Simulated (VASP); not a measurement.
# FeO in VASP: a series of runs, part 2 of 2

VASP 6.6.1. The steps go on from the part before.

**3. Single point, PBE-based screened hybrid with 25 % exact exchange, collinear spin, ferromagnetic start**

The input, POSCAR:

```
FeO
1.0
    2.6124696300      0.0000000000      0.0000000000
    0.0000000000      2.6124696300      0.0000000000
    0.0000000000      0.0000000000      2.6124696300
Fe O
1 1
Direct
    0.0000000000      0.0000000000      0.0000000000
    0.5000000000      0.5000000000      0.5000000000
```

The input, INCAR.step1:

```
SYSTEM = FeO
PREC = Accurate ; ENCUT = 520
EDIFF = 1E-5 ; ISMEAR = -1
SIGMA = 0.05 ; LREAL = .False.
LASPH = .True. ; NELM = 150
ALGO = Normal ; ISIF = 2
LWAVE = .True. ; LCHARG = .False.
ISPIN = 2 ; MAGMOM = 3 0
LORBIT = 11 ; LMAXMIX = 4
GGA = PE ; NBANDS = 18
```

The input, INCAR.step2:

```
SYSTEM = FeO
PREC = Accurate ; ENCUT = 520
EDIFF = 1E-7 ; ISMEAR = -1
SIGMA = 0.05 ; LREAL = .False.
LASPH = .True. ; NELM = 150
ALGO = Normal ; ISIF = 2
LWAVE = .False. ; LCHARG = .False.
ISPIN = 2 ; MAGMOM = 3 0
LORBIT = 11 ; LMAXMIX = 4
GGA = PE ; LHFCALC = .True.
AEXX = 0.25 ; HFSCREEN = 0.3
PRECFOCK = Normal ; ISTART = 1
NBANDS = 18
```

The input, KPOINTS:

```
regular mesh
0
Gamma
  5 5 5
  0 0 0
```

Potentials or basis: VASP PAW PBE potentials, release 64 (Fe, O).

Started as:

```bash
$ cat potpaw_PBE.64/Fe/POTCAR potpaw_PBE.64/O/POTCAR > POTCAR
$ cp INCAR.step1 INCAR
$ mpirun -np 1 vasp_std > vasp.out
$ cp INCAR.step2 INCAR
$ mpirun -np 1 vasp_std > vasp.out
```

OUTCAR:

```text
SYSTEM = FeO
   PREC = Accurate
   ENCUT = 520
   EDIFF = 1E-7
   ISMEAR = -1
   LREAL = .False.
   LASPH = .True.
   NELM = 150
   ISIF = 2
   ISPIN = 2
   LORBIT = 11
   GGA = PE
   LHFCALC = .True.
   AEXX = 0.25
   HFSCREEN = 0.3
   PRECFOCK = Normal
   ISTART = 1

 ion  position               nearest neighbor table
   1  0.000  0.000  0.000-   2 2.26   2 2.26   2 2.26   2 2.26   2 2.26   2 2.26   2 2.26   2 2.26

   2  0.500  0.500  0.500-   1 2.26   1 2.26   1 2.26   1 2.26   1 2.26   1 2.26   1 2.26   1 2.26

  LATTYP: Found a simple cubic cell.
 ALAT       =     2.6124696300

  Lattice vectors:
[... 627 lines left out ...]

 VOLUME and BASIS-vectors are now :
 -----------------------------------------------------------------------------
  energy-cutoff  :      520.00
  volume of cell :       17.83
      direct lattice vectors                 reciprocal lattice vectors
     2.612469630  0.000000000  0.000000000     0.382779569  0.000000000  0.000000000
     0.000000000  2.612469630  0.000000000     0.000000000  0.382779569  0.000000000
     0.000000000  0.000000000  2.612469630     0.000000000  0.000000000  0.382779569

 POSITION                                       TOTAL-FORCE (eV/Angst)
 -----------------------------------------------------------------------------------
      0.00000      0.00000      0.00000         0.000000      0.000000      0.000000
      1.30623      1.30623      1.30623         0.000000      0.000000      0.000000
 -----------------------------------------------------------------------------------
    total drift:                               -0.000002     -0.000001      0.000001

  FREE ENERGIE OF THE ION-ELECTRON SYSTEM (eV)
  ---------------------------------------------------
  free  energy   TOTEN  =       -20.0165971874 eV

  energy  without entropy=      -20.0119965930  energy(sigma->0) =      -20.01429689

 total charge

# of ion       s       p       d       tot
------------------------------------------
    1        0.297   0.383   6.078   6.758
    2        1.568   3.461   0.000   5.029
--------------------------------------------------
tot          1.865   3.844   6.078  11.787

 magnetization (x)

# of ion       s       p       d       tot
------------------------------------------
    1       -0.007  -0.001   3.627   3.620
    2        0.027   0.294   0.000   0.320
--------------------------------------------------
tot          0.020   0.293   3.627   3.940
```

OSZICAR.step1:

```text
N       E                     dE             d eps       ncg     rms          rms(c)
DAV:   1     0.627504967326E+02    0.62750E+02   -0.67989E+03   800   0.931E+02
DAV:   2    -0.130301713146E+02   -0.75781E+02   -0.64782E+02   766   0.202E+02
DAV:   3    -0.167172940543E+02   -0.36871E+01   -0.35658E+01   792   0.476E+01
DAV:   4    -0.167411053585E+02   -0.23811E-01   -0.23797E-01   850   0.359E+00
DAV:   5    -0.167412422220E+02   -0.13686E-03   -0.13686E-03   794   0.288E-01    0.159E+01
DAV:   6    -0.151007932995E+02    0.16404E+01   -0.14745E+01   968   0.542E+01    0.190E+01
DAV:   7    -0.144414979282E+02    0.65930E+00   -0.34413E+00   920   0.361E+01    0.854E+00
DAV:   8    -0.143667986702E+02    0.74699E-01   -0.28631E-01  1000   0.741E+00    0.488E+00
DAV:   9    -0.143719871243E+02   -0.51885E-02   -0.26060E-01  1076   0.803E+00    0.269E+00
DAV:  10    -0.143485328248E+02    0.23454E-01   -0.11590E-01   994   0.627E+00    0.332E-01
DAV:  11    -0.143499490924E+02   -0.14163E-02   -0.64455E-03   794   0.692E-01    0.747E-02
DAV:  12    -0.143499887738E+02   -0.39681E-04   -0.10525E-04   876   0.898E-02    0.330E-02
DAV:  13    -0.143499970245E+02   -0.82508E-05   -0.11670E-05   448   0.337E-02
   1 F= -.14349997E+02 E0= -.14345436E+02  d E =-.912189E-02  mag=     3.8966
```

It took 24 min on 1 thread of Intel Xeon Platinum 8559C (Emerald Rapids), shared host; peak memory 0.24 GiB.

What came out:

```
Free energy                                           : -20.0166 eV
Pressure                                              : 1.9 GPa
Band gap on the k mesh                                : zero (filled and empty bands overlap)
Net moment                                            : 4.00 μB per cell
Site moments                                          : Fe +3.62; O +0.32 μB
Valence electrons inside the program's atomic spheres : Fe 6.76; O 5.03
```

Levels at points of the mesh, in eV from the Fermi level:
Spin up:
```tsv
k point	band 7	band 8	band 9	band 10	band 11	band 12
(0.00, 0.00, 0.00)	-3.47	-3.47	-3.47	1.58	16.23	16.23
```
Spin down:
```
           k point  band 3  band 4  band 5  band 6  band 7  band 8
(0.00, 0.00, 0.00)   -2.47   -2.47   -2.14   -2.12    2.54    3.85
```

Caveat: the k points lie up to 0.48 Å⁻¹ apart, too coarse for converged energies and pressures of a metal; the PAW data sets were made with another functional, which shifts forces and pressure a little; a cell with one magnetic atom can't hold antiferromagnetic order, which such compounds often take.

**4. Single point, PBEsol-based screened hybrid with 25 % exact exchange, collinear spin, ferromagnetic start**

POSCAR is that of step 3.

The input, INCAR.step1:

```
SYSTEM = FeO
PREC = Accurate
ENCUT = 520
EDIFF = 1E-5
ISMEAR = -1
SIGMA = 0.05
LREAL = .False.
LASPH = .True.
NELM = 150
ALGO = Normal
ISIF = 2
LWAVE = .True.
LCHARG = .False.
ISPIN = 2
MAGMOM = 3 0
LORBIT = 11
LMAXMIX = 4
GGA = PE
NBANDS = 18
```

The input, INCAR.step2:

```
SYSTEM = FeO
PREC = Accurate
ENCUT = 520
EDIFF = 1E-7
ISMEAR = -1
SIGMA = 0.05
LREAL = .False.
LASPH = .True.
NELM = 150
ALGO = Normal
ISIF = 2
LWAVE = .False.
LCHARG = .False.
ISPIN = 2
MAGMOM = 3 0
LORBIT = 11
LMAXMIX = 4
GGA = PS
LHFCALC = .True.
AEXX = 0.25
HFSCREEN = 0.207
PRECFOCK = Normal
ISTART = 1
NBANDS = 18
```

KPOINTS is that of step 3.

Started as:

```bash
$ cat potpaw_PBE.64/Fe/POTCAR potpaw_PBE.64/O/POTCAR > POTCAR
$ cp INCAR.step1 INCAR
$ mpirun -np 1 vasp_std > vasp.out
$ cp INCAR.step2 INCAR
$ mpirun -np 1 vasp_std > vasp.out
```

Wall time 20 min (1 thread of Intel Xeon Platinum 8559C (Emerald Rapids), shared host); peak memory 0.23 GiB.

Results (log left out):

```yaml
Free_energy: -21.3095 eV
Pressure: -5.3 GPa
Band_gap_on_the_k_mesh: zero (filled and empty bands overlap)
Net_moment: 4.00 μB per cell
Site_moments: Fe +3.61; O +0.32 μB
Valence_electrons_inside_the_program's_atomic_spheres: Fe 6.77; O 5.01
```

Levels at points of the mesh, in eV from the Fermi level:
Spin up:
```csv
k point,band 6,band 7,band 8,band 9,band 10,band 11,band 12,band 13
"(0.00, 0.00, 0.00)",-5.05,-3.66,-3.65,-3.65,1.61,16.23,16.26,21.78
```
Spin down:
```
           k point  band 1  band 2  band 3  band 4  band 5  band 6  band 7  band 8  band 9  band 10
(0.00, 0.00, 0.00)  -22.05   -2.62   -2.62   -2.60   -2.34   -2.19    2.59    3.89    3.89     3.93
```

Caveat: the k points lie up to 0.48 Å⁻¹ apart, too coarse for converged energies and pressures of a metal; the PAW data sets were made with another functional, which shifts forces and pressure a little; a cell with one magnetic atom can't hold antiferromagnetic order, which such compounds often take.

**5. Single point, PBE-based screened hybrid with 25 % exact exchange, collinear spin, ferromagnetic start**

This run uses another cell than the first one, of 8.97 Å³/atom.

The input, POSCAR:

```
FeO
1.0
    2.6177206887      0.0000000000      0.0000000000
    0.0000000000      2.6177206887      0.0000000000
    0.0000000000      0.0000000000      2.6177206887
Fe O
1 1
Direct
    0.0000000000      0.0000000000      0.0000000000
    0.5000000000      0.5000000000      0.5000000000
```

The input, INCAR.step1:

```
PREC = Accurate
ENCUT = 520
EDIFF = 1E-5
ISMEAR = -1
SIGMA = 0.05
LREAL = F
LASPH = T
NELM = 150
ALGO = Normal
ISIF = 2
LWAVE = T
LCHARG = F
ISPIN = 2
MAGMOM = 3 0
LORBIT = 11
LMAXMIX = 4
NBANDS = 18
GGA = PE
```

The input, INCAR.step2:

```
PREC = Accurate
ENCUT = 520
EDIFF = 1E-6
ISMEAR = -1
SIGMA = 0.05
LREAL = F
LASPH = T
NELM = 150
ALGO = Normal
ISIF = 2
LWAVE = F
LCHARG = F
ISPIN = 2
MAGMOM = 3 0
LORBIT = 11
LMAXMIX = 4
GGA = PE
LHFCALC = T
AEXX = 0.25
HFSCREEN = 0.3
PRECFOCK = Normal
NBANDS = 18
ISTART = 1
```

The input, KPOINTS:

```
regular mesh
0
Gamma
  5 5 5
```

Started as:

```bash
$ cat potpaw_PBE.64/Fe/POTCAR potpaw_PBE.64/O/POTCAR > POTCAR
$ cp INCAR.step1 INCAR
$ mpirun -np 1 vasp_std > vasp.out
$ cp INCAR.step2 INCAR
$ mpirun -np 1 vasp_std > vasp.out
```

Wall time 13 min (1 thread of Intel Xeon Platinum 8559C (Emerald Rapids), shared host); peak memory 0.23 GiB.

The run converged. Its results:

* Free energy: -20.0175 eV
* Pressure: 0.5 GPa
* Band gap on the k mesh: zero (filled and empty bands overlap)
* Net moment: 4.00 μB per cell
* Site moments: Fe +3.62; O +0.32 μB
* Valence electrons inside the program's atomic spheres: Fe 6.75; O 5.03

Levels at points of the mesh, in eV from the Fermi level:
Spin up:
| k point | band 5 | band 6 | band 7 | band 8 | band 9 | band 10 | band 11 | band 12 | band 13 | band 14 |
| --- | --- | --- | --- | --- | --- | --- | --- | --- | --- | --- |
| (0.00, 0.00, 0.00) | -4.93 | -4.93 | -3.45 | -3.45 | -3.45 | 1.53 | 16.18 | 16.18 | 21.64 | 21.64 |
Spin down:
| k point | band 3 | band 4 | band 5 | band 6 | band 7 | band 8 |
| --- | --- | --- | --- | --- | --- | --- |
| (0.00, 0.00, 0.00) | -2.46 | -2.46 | -2.13 | -2.10 | 2.48 | 3.83 |

Caveat: the k points lie up to 0.48 Å⁻¹ apart, too coarse for converged energies and pressures of a metal; the PAW data sets were made with another functional, which shifts forces and pressure a little; a cell with one magnetic atom can't hold antiferromagnetic order, which such compounds often take.

**6. Summary**

| level | cell | k mesh | grid for exact exchange (PRECFOCK) | share of exact exchange | screening parameter | gap on the mesh (eV) | pressure (GPa) | moment (μB) |
| --- | --- | --- | --- | --- | --- | --- | --- | --- |
| PBE | a = 2.612 Å, 2 atoms, atomic positions A | 10 × 10 × 10 | - | - | - | none | 9.8 | 4.00 |
| PBE-based screened hybrid with 25 % exact exchange | a = 2.612 Å, 2 atoms, atomic positions B | 5 × 5 × 5 | Normal | 0.25 | 0.3 1/Å | none | 1.9 | 4.00 |
| PBEsol-based screened hybrid with 25 % exact exchange | a = 2.612 Å, 2 atoms, atomic positions B | 5 × 5 × 5 | Normal | 0.25 | 0.207 1/Å | none | -5.3 | 4.00 |
| PBE-based screened hybrid with 25 % exact exchange | a = 2.618 Å, 2 atoms, atomic positions B | 5 × 5 × 5 | Normal | 0.25 | 0.3 1/Å | none | 0.5 | 4.00 |

Alike in all rows: task single point; potentials or basis VASP PAW PBE potentials, release 64 (Fe, O); spin collinear, ferromagnetic start; cutoff (eV) 520; smearing fermi-dirac 0.05 eV.

Caveats: some runs use coarse meshes; a cell with one magnetic atom can't hold antiferromagnetic order, which such compounds often take; the PAW data sets were made with another functional, which shifts forces and pressure a little (at least some runs); the cell stands under pressure (at least some runs); semilocal functionals often make such compounds metallic where correlation or magnetic order opens a gap, which also shifts bond lengths (at least some runs).

Absolute energies hang on the potentials; compare differences alone.
